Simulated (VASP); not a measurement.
# Cd2HgS3 (P3m1) in VASP: further runs

Runs on Cd2HgS3. Level: PBE. Tasks: single point, relaxation of cell and atoms.

Everything below comes from runs of VASP 6.6.1. Logs are shortened: lines on timing, memory, paths and dates and some standing lists are left out, and cuts for length are marked.

### Step 1. The cell of the first run

Symmetry: P3m1, No. 156, trigonal system. The conventional cell has a = 4.105 Å, b = 4.105 Å, c = 19.991 Å, α = 90.00°, β = 90.00°, γ = 120.00°. Within 3.3 Å of Cd (site symmetry 3m) lie 4 S at 2.50 to 2.51 Å. Within 3.3 Å of Cd (site symmetry 3m) lie 4 S at 2.50 to 2.51 Å. Cd (site symmetry 3m) has 4 S at 2.50 to 2.51 Å within 3.3 Å. Cd (site symmetry 3m) has 4 S at 2.50 to 2.51 Å within 3.3 Å. Within 3.3 Å of Hg (site symmetry 3m) lie 4 S at 2.50 to 2.51 Å. Hg (site symmetry 3m) has 4 S at 2.50 to 2.51 Å within 3.3 Å. S (site symmetry 3m) has 4 Cd at 2.50 to 2.51 Å within 3.3 Å. S (site symmetry 3m) has 4 Cd at 2.50 to 2.51 Å within 3.3 Å.

### Step 2. Single point, PBE

Contents of INCAR:

```
  PREC = Accurate
  ENCUT = 520
  EDIFF = 1E-6
  ISMEAR = 0
  SIGMA = 0.1
  LREAL = F
  LASPH = T
  NELM = 80
  ALGO = Normal
  ISIF = 2
  LWAVE = F
  LCHARG = F
  GGA = PE
  NBANDS = 66
```

Contents of KPOINTS:

```
Automatic mesh
0
Gamma
  6 6 1
```

Contents of POSCAR:

```
Cd2HgS3
1.0
    4.1048498500      0.0000000000      0.0000000000
   -2.0524249300      3.5549042500      0.0000000000
    0.0000000000      0.0000000000     19.9911131800
Cd Hg S
4 2 6
Direct
    0.3333333300      0.6666666700      0.0000000000
    0.3333333300      0.6666666700      0.3333333300
    0.6666666700      0.3333333300      0.1666666700
    0.6666666700      0.3333333300      0.5000000000
    0.3333333300      0.6666666700      0.6666666700
    0.6666666700      0.3333333300      0.8333333300
    0.3333333300      0.6666666700      0.1250000000
    0.3333333300      0.6666666700      0.4583333300
    0.3333333300      0.6666666700      0.7916666700
    0.6666666700      0.3333333300      0.2916666700
    0.6666666700      0.3333333300      0.6250000000
    0.6666666700      0.3333333300      0.9583333300
```

Potentials or basis: VASP PAW PBE potentials, release 64 (Cd, Hg, S).

The run is started by

```bash
$ cat potpaw_PBE.64/Cd/POTCAR potpaw_PBE.64/Hg/POTCAR potpaw_PBE.64/S/POTCAR > POTCAR
$ mpirun -np 1 vasp_std > vasp.out
```

OUTCAR:

```text
PREC = Accurate
   ENCUT = 520
   EDIFF = 1E-6
   ISMEAR = 0
   LREAL = F
   LASPH = T
   NELM = 80
   ISIF = 2
   GGA = PE

 ion  position               nearest neighbor table
   1  0.333  0.667  0.000-   7 2.50  12 2.51  12 2.51  12 2.51
   2  0.333  0.667  0.333-   8 2.50  10 2.51  10 2.51  10 2.51
   3  0.667  0.333  0.167-  10 2.50   7 2.51   7 2.51   7 2.51
   4  0.667  0.333  0.500-  11 2.50   8 2.51   8 2.51   8 2.51
   5  0.333  0.667  0.667-   9 2.50  11 2.51  11 2.51  11 2.51
   6  0.667  0.333  0.833-  12 2.50   9 2.51   9 2.51   9 2.51
   7  0.333  0.667  0.125-   1 2.50   3 2.51   3 2.51   3 2.51
   8  0.333  0.667  0.458-   2 2.50   4 2.51   4 2.51   4 2.51
   9  0.333  0.667  0.792-   5 2.50   6 2.51   6 2.51   6 2.51
  10  0.667  0.333  0.292-   3 2.50   2 2.51   2 2.51   2 2.51
  11  0.667  0.333  0.625-   4 2.50   5 2.51   5 2.51   5 2.51
  12  0.667  0.333  0.958-   6 2.50   1 2.51   1 2.51   1 2.51

  LATTYP: Found a hexagonal cell.
 ALAT       =     4.1048498500
 C/A-ratio  =     4.8701204455

  Lattice vectors:

 A1 = (   4.1048498500,   0.0000000000,   0.0000000000)
 A2 = (  -2.0524249300,   3.5549042500,   0.0000000000)
 A3 = (   0.0000000000,   0.0000000000,  19.9911131800)

Analysis of symmetry for initial positions (statically):
=====================================================================
 Subroutine PRICEL returns:
 Original cell was already a primitive cell.

 Routine SETGRP: Setting up the symmetry group for a
 hexagonal supercell.

 Subroutine GETGRP returns: Found  6 space group operations
 (whereof  6 operations were pure point group operations)
 out of a pool of 24 trial point group operations.

The static configuration has the point symmetry C_3v.

Analysis of symmetry for dynamics (positions and initial velocities):
=====================================================================
 Subroutine PRICEL returns:
 Original cell was already a primitive cell.

 Routine SETGRP: Setting up the symmetry group for a
 hexagonal supercell.

 Subroutine GETGRP returns: Found  6 space group operations
 (whereof  6 operations were pure point group operations)
 out of a pool of 24 trial point group operations.

The dynamic configuration has the point symmetry C_3v.

 Subroutine INISYM returns: Found  6 space group operations
 (whereof  6 operations are pure point group operations),
 and found     1 'primitive' translations

----------------------------------------------------------------------------------------

                                     Primitive cell

  volume of cell :     291.7173

  direct lattice vectors                    reciprocal lattice vectors
     4.104849850  0.000000000  0.000000000     0.243614270  0.140650765  0.000000000
    -2.052424930  3.554904250  0.000000000     0.000000000  0.281301529  0.000000000
     0.000000000  0.000000000 19.991113180     0.000000000  0.000000000  0.050022227

  length of vectors
     4.104849850  4.104849854 19.991113180     0.281301529  0.281301529  0.050022227

  position of ions in fractional coordinates (direct lattice)
     0.333333330  0.666666670  0.000000000
     0.333333330  0.666666670  0.333333330
     0.666666670  0.333333330  0.166666670
     0.666666670  0.333333330  0.500000000
     0.333333330  0.666666670  0.666666670
     0.666666670  0.333333330  0.833333330
     0.333333330  0.666666670  0.125000000
     0.333333330  0.666666670  0.458333330
     0.333333330  0.666666670  0.791666670
     0.666666670  0.333333330  0.291666670
     0.666666670  0.333333330  0.625000000
     0.666666670  0.333333330  0.958333330

  ion indices of the primitive-cell ions
   primitive index   ion index
                 1           1
                 2           2
                 3           3
                 4           4
                 5           5
                 6           6
                 7           7
                 8           8
                 9           9
                10          10
                11          11
                12          12

----------------------------------------------------------------------------------------

 KPOINTS: Automatic mesh

Automatic generation of k-mesh.
 Grid dimensions read from file:
 generate k-points for:    6    6    1

 Generating k-lattice:

  Cartesian coordinates                     Fractional coordinates (reciprocal lattice)
     0.040602378  0.023441794  0.000000000     0.166666667  0.000000000  0.000000000
     0.000000000  0.046883588  0.000000000     0.000000000  0.166666667  0.000000000
     0.000000000  0.000000000  0.050022227     0.000000000  0.000000000  1.000000000

  Length of vectors
     0.046883588  0.046883588  0.050022227

  Shift w.r.t. Gamma in fractional coordinates (k-lattice)
     0.000000000  0.000000000  0.000000000

 Subroutine IBZKPT returns following result:
 ===========================================

 Found      7 irreducible k-points:

 Following reciprocal coordinates:
            Coordinates               Weight
  0.000000  0.000000  0.000000      1.000000
  0.166667 -0.000000  0.000000      6.000000
  0.333333 -0.000000  0.000000      6.000000
  0.500000 -0.000000  0.000000      3.000000
  0.166667  0.166667  0.000000      6.000000
  0.333333  0.166667  0.000000     12.000000
  0.333333  0.333333  0.000000      2.000000
   k-points           NKPTS =      7   k-points in BZ     NKDIM =      7   number of bands    NBANDS=     66
   number of dos      NEDOS =    301   number of ions     NIONS =     12
   total plane-waves  NPLWV = 153600
   dimension x,y,z NGX =    32 NGY =   32 NGZ =  150
   dimension x,y,z NGXF=    64 NGYF=   64 NGZF=  300
   ions per type =               4   2   6
   NGX,Y,Z   is equivalent  to a cutoff of  12.96, 12.96, 12.47 a.u.
   NGXF,Y,Z  is equivalent  to a cutoff of  25.92, 25.92, 24.95 a.u.
 SYSTEM =  unknown system
   PREC   = accura    normal or accurate (medium, high low for compatibility)
   ISTART =      0    job   : 0-new  1-cont  2-samecut
   ICHARG =      2    charge: 1-file 2-atom 10-const
   ISPIN  =      1    spin polarized calculation?
   LNONCOLLINEAR =      F non collinear calculations
   LSORBIT =      F    spin-orbit coupling
   LASPH  =      T    aspherical Exc in radial PAW
   ENCUT  =  520.0 eV  38.22 Ry    6.18 a.u.   7.63  7.63 37.17*2*pi/ulx,y,z
   NELM   =     80;   NELMIN=  2; NELMDL= -5     # of ELM steps
   EDIFF  = 0.1E-05   stopping-criterion for ELM
   LREAL  =      F    real-space projection
   EDIFFG = 0.1E-04   stopping-criterion for IOM
   NSW    =      0    number of steps for IOM
   IBRION =     -1    ionic relax: 0-MD 1-quasi-New 2-CG
   NFREE  =      0    steps in history (QN), initial steepest desc. (CG)
   ISIF   =      2    stress and relaxation
   ISYM   =      2    0-nonsym 1-usesym 2-fastsym
   POTIM  = 0.5000    time-step for ionic-motion
   TEBEG  =    0.0;   TEEND  =   0.0 temperature during run
   PSTRESS=    0.0 pullay stress
   NELECT =     108.0000    total number of electrons
   NUPDOWN=      -1.0000    fix difference up-down
   EMIN   =  10.00;   EMAX   =-10.00  energy-range for DOS
   EFERMI =   0.00;   METHOD = LEGACY
   ISMEAR =     0;   SIGMA  =   0.10  broadening in eV -4-tet -1-fermi 0-gaus
   EFERMI_NEDOS =   21; number of points for ismear=-14 and -15
   IALGO  =     38    algorithm
   IMIX   =      4    mixing-type and parameters
     AMIX     =   0.40;   BMIX     =  1.00
     AMIX_MAG =   1.60;   BMIX_MAG =  1.00
  volume/ion in A,a.u.               =      24.31       164.05
  Fermi-wavevector in a.u.,A,eV,Ry     =   1.175516  2.221404 18.801059  1.381839
  Thomas-Fermi vector in A             =   2.311896
   LORBIT       =      0    0 simple, 1 ext, 2 COOP (PROOUT), +10 PAW based schemes
   GGA     = PE    functional components
   LHFCALC =     F    Hartree Fock is set to
   AEXX    =    0.0000 exact exchange contribution
   IVDW    =     0    specifies the selected vdW correction
   LEPSILON=     F    determine dielectric tensor
   LRPA    =     F    only Hartree local field effects (RPA)
 non-spin polarized calculation
 Gauss-broadening in eV      SIGMA  =   0.10
  energy-cutoff  :      520.00
  volume of cell :      291.72
 maximum number of plane-waves:      7917
 NGX is ok and might be reduce to    32
   NGX = 15   NGY = 15   NGZ = 75

 number of electron     108.0000002 magnetization

 Free energy of the ion-electron system (eV)
  ---------------------------------------------------
  ext. energy  EPLUGINS =         0.00000000
  ---------------------------------------------------
  free energy    TOTEN  =       -33.24452458 eV

  energy without entropy =      -33.24449559  energy(sigma->0) =      -33.24451009

 E-fermi :   2.2447     XC(G=0):  -9.3038

 val. band max:        2.0134151330   @ k =   0.0000   0.0000   0.0000
 cond. band min:       2.4617509059   @ k =   0.0000   0.0000   0.0000
 fundamental gap:      0.4483357729
 Fermi energy:         2.2447032217

 k-point     1 :       0.0000    0.0000    0.0000
  band No.  band energies     occupation
      1     -11.1854      2.00000
      2     -10.9179      2.00000
      3     -10.8355      2.00000
      4     -10.6759      2.00000
      5     -10.5833      2.00000
      6     -10.4676      2.00000
[... 58 lines left out ...]
     65       8.2464      0.00000
     66       8.2606      0.00000

 k-point     2 :       0.1667   -0.0000    0.0000
  band No.  band energies     occupation
      1     -11.0706      2.00000
      2     -10.8252      2.00000
      3     -10.7438      2.00000
      4     -10.6080      2.00000
      5     -10.5235      2.00000
      6     -10.4221      2.00000
[... 58 lines left out ...]
     65       7.5666      0.00000
     66       8.4070      0.00000

 k-point     3 :       0.3333   -0.0000    0.0000
  band No.  band energies     occupation
      1     -10.8205      2.00000
      2     -10.6360      2.00000
      3     -10.5513      2.00000
      4     -10.4761      2.00000
      5     -10.4084      2.00000
      6     -10.3424      2.00000
[... 58 lines left out ...]
     65       7.3794      0.00000
     66       7.8972      0.00000

 k-point     4 :       0.5000   -0.0000    0.0000
  band No.  band energies     occupation
      1     -10.6765      2.00000
      2     -10.5450      2.00000
      3     -10.4505      2.00000
      4     -10.4060      2.00000
      5     -10.3555      2.00000
      6     -10.3171      2.00000
[... 58 lines left out ...]
     65       7.3515      0.00000
     66       8.0395      0.00000

 k-point     5 :       0.1667    0.1667    0.0000
  band No.  band energies     occupation
      1     -10.8867      2.00000
      2     -10.6837      2.00000
      3     -10.6011      2.00000
      4     -10.5088      2.00000
      5     -10.4366      2.00000
      6     -10.3604      2.00000
[... 58 lines left out ...]
     65       7.2396      0.00000
     66       7.5385      0.00000

 k-point     6 :       0.3333    0.1667    0.0000
  band No.  band energies     occupation
      1     -10.6780      2.00000
      2     -10.5461      2.00000
      3     -10.4517      2.00000
      4     -10.4071      2.00000
      5     -10.3563      2.00000
      6     -10.3178      2.00000
[... 58 lines left out ...]
     65       7.6030      0.00000
     66       8.0147      0.00000

 k-point     7 :       0.3333    0.3333    0.0000
  band No.  band energies     occupation
      1     -10.5936      2.00000
      2     -10.5128      2.00000
      3     -10.4080      2.00000
      4     -10.3411      2.00000
      5     -10.3357      2.00000
      6     -10.3317      2.00000
[... 58 lines left out ...]
     65       8.1854      0.00000
     66       8.3190      0.00000

------------------------ aborting loop because EDIFF is reached ----------------------------------------

  FORCE on cell =-STRESS in cart. coord.  units (eV):
  Direction    XX          YY          ZZ          XY          YZ          ZX
  --------------------------------------------------------------------------------------
  -------------------------------------------------------------------------------------
  Total        9.3416683      9.3416683     10.8664343     -0.0000000      0.0000000     -0.0000000
  in kB       51.3065561     51.3065561     59.6809161     -0.0000001      0.0000000     -0.0000000
  external PRESSURE =      54.0980094 kB  Pullay stress =       0.0000000 kB

 VOLUME and BASIS-vectors are now :
 -----------------------------------------------------------------------------
  energy-cutoff  :      520.00
  volume of cell :      291.72
      direct lattice vectors                 reciprocal lattice vectors
     4.104849850  0.000000000  0.000000000     0.243614270  0.140650765  0.000000000
    -2.052424930  3.554904250  0.000000000     0.000000000  0.281301529  0.000000000
     0.000000000  0.000000000 19.991113180     0.000000000  0.000000000  0.050022227

 POSITION                                       TOTAL-FORCE (eV/Angst)
 -----------------------------------------------------------------------------------
     -0.00000      2.36994      0.00000         0.000000      0.000000     -0.079385
     -0.00000      2.36994      6.66370         0.000000     -0.000000     -0.072955
      2.05242      1.18497      3.33185         0.000000     -0.000000     -0.072501
      2.05242      1.18497      9.99556        -0.000000      0.000000     -0.104237
     -0.00000      2.36994     13.32741         0.000000     -0.000000     -0.078133
      2.05242      1.18497     16.65926        -0.000000      0.000000     -0.051041
     -0.00000      2.36994      2.49889        -0.000000      0.000000      0.080304
     -0.00000      2.36994      9.16259        -0.000000      0.000000      0.077280
     -0.00000      2.36994     15.82630         0.000000     -0.000000      0.052144
      2.05242      1.18497      5.83074         0.000000     -0.000000      0.073485
      2.05242      1.18497     12.49445         0.000000     -0.000000     -0.098520
      2.05242      1.18497     19.15815        -0.000000      0.000000      0.273559
 -----------------------------------------------------------------------------------
    total drift:                               -0.000000     -0.000000     -0.000302

  FREE ENERGIE OF THE ION-ELECTRON SYSTEM (eV)
  ---------------------------------------------------
  free  energy   TOTEN  =       -33.2445245818 eV

  energy  without entropy=      -33.2444955921  energy(sigma->0) =      -33.24451009
```

Wall time 2 min (1 thread of AMD EPYC 9R45 (Zen 5), shared host); peak memory 0.42 GiB.

What came out:

```
Free energy            : -33.2445 eV
Pressure               : 5.4 GPa
Largest force          : 0.274 eV/Å
Band gap on the k mesh : 0.45 eV, direct
```

Forces on the atoms (eV/Å):
```
Cd   0.000  0.000 -0.079
Cd   0.000  0.000 -0.073
Cd   0.000  0.000 -0.073
Cd   0.000  0.000 -0.104
Hg   0.000  0.000 -0.078
Hg   0.000  0.000 -0.051
S    0.000  0.000  0.080
S    0.000  0.000  0.077
S    0.000  0.000  0.052
S    0.000  0.000  0.073
S    0.000  0.000 -0.099
S    0.000  0.000  0.274
```

Levels at points of the mesh, in eV from the valence-band top:
```
           k point  band 50  band 51  band 52  band 53  band 54  band 55  band 56  band 57  band 58  band 59
(0.00, 0.00, 0.00)    -0.43    -0.43    -0.23     0.00     0.00     0.45     1.59     1.80     2.21     2.49
(0.50, 0.00, 0.00)    -1.50    -1.44    -1.40    -1.32    -1.00     2.44     2.74     3.19     3.21     3.47
```

Caveat: spin-orbit coupling is left out, which moves the levels of the heavy elements.

### Step 3. Single point, PBE

This run uses another cell than the first one, of 26.34 Å³/atom, 1.084 times its volume.

Contents of INCAR:

```
ALGO = Normal ; EDIFF = 1E-7
ENCUT = 520 ; GGA = PE
ISIF = 2 ; ISMEAR = 0
LASPH = T ; LCHARG = F
LREAL = F ; LWAVE = F
NBANDS = 66 ; NELM = 100
PREC = Accurate ; SIGMA = 0.1
```

Contents of KPOINTS:

```
k-points
0
Gamma
  6 6 1
```

Contents of POSCAR:

```
Cd2HgS3
1.0
    4.2114720662      0.0000000030      0.0000000000
   -2.1057360357      3.6472417952      0.0000000000
    0.0000000000      0.0000000000     20.5782208609
Cd Hg S
4 2 6
Direct
    0.3333333333      0.6666666667      0.0012966995
    0.3333333333      0.6666666667      0.3324768517
    0.6666666667      0.3333333333      0.1669355705
    0.6666666667      0.3333333333      0.4979144280
    0.3333333333      0.6666666667      0.6658159210
    0.6666666667      0.3333333333      0.8348523179
    0.3333333333      0.6666666667      0.1262095754
    0.3333333333      0.6666666667      0.4572993203
    0.3333333333      0.6666666667      0.7917047319
    0.6666666667      0.3333333333      0.2917621817
    0.6666666667      0.3333333333      0.6228890015
    0.6666666667      0.3333333333      0.9608434005
```

Potentials or basis: VASP PAW PBE potentials, release 64 (Cd, Hg, S).

The run is started by

```bash
$ cat potpaw_PBE.64/Cd/POTCAR potpaw_PBE.64/Hg/POTCAR potpaw_PBE.64/S/POTCAR > POTCAR
$ mpirun -np 1 vasp_std > vasp.out
```

It took 2.2 min on 1 thread of AMD EPYC 9R45 (Zen 5), shared host; peak memory 0.45 GiB.

The run converged. Its results:

* Free energy: -33.6627 eV
* Pressure: 0.2 GPa
* Largest force: 0.022 eV/Å
* Band gap on the k mesh: 0.31 eV, direct

Forces on the atoms (eV/Å):
```
Cd   0.000  0.000 -0.020
Cd   0.000  0.000 -0.021
Cd   0.000  0.000 -0.021
Cd   0.000  0.000 -0.022
Hg   0.000  0.000 -0.018
Hg   0.000  0.000 -0.019
S    0.000  0.000  0.022
S    0.000  0.000  0.021
S    0.000  0.000  0.018
S    0.000  0.000  0.020
S    0.000  0.000  0.020
S    0.000  0.000  0.019
```

Stress tensor (GPa, compression positive):
```
0.19 0.00 0.00
0.00 0.19 0.00
0.00 0.00 0.31
```

Levels at points of the mesh, in eV from the valence-band top:
| k point | band 52 | band 53 | band 54 | band 55 | band 56 | band 57 |
| --- | --- | --- | --- | --- | --- | --- |
| (0.00, 0.00, 0.00) | -0.21 | 0.00 | 0.00 | 0.31 | 1.54 | 1.66 |
| (0.50, 0.00, 0.00) | -1.22 | -1.16 | -0.85 | 2.33 | 2.66 | 3.14 |

Caveat: spin-orbit coupling is left out, which moves the levels of the heavy elements.

(Part 1 of 2 ends here.)
